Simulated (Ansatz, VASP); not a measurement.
**Ca: VASP beside Ansatz**

The input INCAR:

```
  ALGO = Normal
  EDIFF = 1E-7
  EDIFFG = -0.005
  ENCUT = 600
  GGA = PE
  IBRION = 2
  ISIF = 3
  ISMEAR = 0
  IVDW = 12
  LASPH = T
  LCHARG = F
  LREAL = F
  LWAVE = F
  NELM = 60
  NSW = 100
  PREC = Accurate
  SIGMA = 0.1
```

The input KPOINTS:

```
k-points
0
Gamma
  14 14 14
```

The input POSCAR:

```
Ca
1.0
   -2.1538192613      2.1538192613      2.1538192613
    2.1538192613     -2.1538192613      2.1538192613
    2.1538192613      2.1538192613     -2.1538192613
Ca
1
Direct
    0.0000000000      0.0000000000      0.0000000000
```

Input for Ansatz:

```yaml
crystal:
  lattice:
    - [-2.1538192613, 2.1538192613, 2.1538192613]
    - [2.1538192613, -2.1538192613, 2.1538192613]
    - [2.1538192613, 2.1538192613, -2.1538192613]
  atoms:
    - { symbol: Ca, position: [0.0, 0.0, 0.0] }
basis:
  ecutwfc: 420
kpoints:
  mp_grid: { grid: [14, 14, 14] }
hamiltonian:
  xc: pbe
  dispersion: d3bj
scf:
  occupations: { method: gaussian, width: 0.1 }
output:
  forces: true
  stress: true
  eigenvalues: true
  write_density: true
  write_potential: true
  elf: true
  volumetric_format: npy
relax:
  adjacent_minimum: "off"
  f_tol: 0.005
  max_steps: 80
  cell: { stress_tol: 0.05 }
```

Alike in both runs: task relaxation of cell and atoms; functional PBE; dispersion D3(BJ); k mesh 14 × 14 × 14; occupations gaussian, width 0.1 eV; no spin polarisation.

|  | VASP | Ansatz |
| --- | --- | --- |
| version | VASP 6.6.1 | Ansatz 0.2.0 |
| potentials or method | VASP PAW PBE potentials, release 64 (Ca_sv), cutoff 600 eV | scalar-relativistic, plane waves, PAW |
| valence electrons in the cell | 10 | 10 |

```csv
,VASP,Ansatz,Ansatz less VASP
"gap on the k mesh at the Fermi level, each at its own relaxed structure (eV)",none,none,-
relaxed volume (Å³/atom),39.99,39.97,-0.029
relaxed length of the cell vector where the two differ most in proportion (Å),3.731,3.731,-0.0009
```

A gap of «none» marks a metal or a gap that the smearing closes.
